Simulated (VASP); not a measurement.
Here is a VASP 6.6.1 calculation.

File INCAR:

```
PREC = Accurate
ENCUT = 520
EDIFF = 1E-6
ISMEAR = 0
SIGMA = 0.1
LREAL = F
LASPH = T
NELM = 80
ALGO = Fast
ISIF = 2
LWAVE = F
LCHARG = T
GGA = PE
LELF = T
LVHAR = T
NBANDS = 47
```

The input KPOINTS:

```
Automatic mesh
0
Gamma
  8 8 8
```

Contents of POSCAR:

```
Ga4RuPt
1.0
    5.4592230223      0.0000000000      0.0000000000
    0.0000000000      5.4592230223      0.0000000000
    0.0000000000      0.0000000000      5.4592230223
Ga Ru Pt
4 1 1
Direct
    0.2519931676      0.2519931676      0.7480068324
    0.2519931676      0.7480068324      0.2519931676
    0.7480068324      0.2519931676      0.2519931676
    0.7480068324      0.7480068324      0.7480068324
    0.5000000000      0.5000000000      0.5000000000
    0.0000000000      0.0000000000      0.0000000000
```

Potentials or basis: VASP PAW PBE potentials, release 64 (Ga_d, Ru_pv, Pt).

Run with:

```sh
$ cat potpaw_PBE.64/Ga_d/POTCAR potpaw_PBE.64/Ru_pv/POTCAR potpaw_PBE.64/Pt/POTCAR > POTCAR
$ mpirun -np 1 vasp_std > vasp.out
```

Question: What does it give for the band gap on the k mesh?

Answer: Zero (band 38 reaches 3.08 eV, above the bottom of band 39 at 2.57 eV).

Question: Estimate the largest force.

Answer: 0.028 eV/Å.

Forces in eV/Å, atoms in the order of the input:
```
Ga  -0.016 -0.016  0.016
Ga  -0.016  0.016 -0.016
Ga   0.016 -0.016 -0.016
Ga   0.016  0.016  0.016
Ru   0.000  0.000  0.000
Pt   0.000  0.000  0.000
```

Caveat: spin-orbit coupling is left out, which moves the levels of the heavy elements.
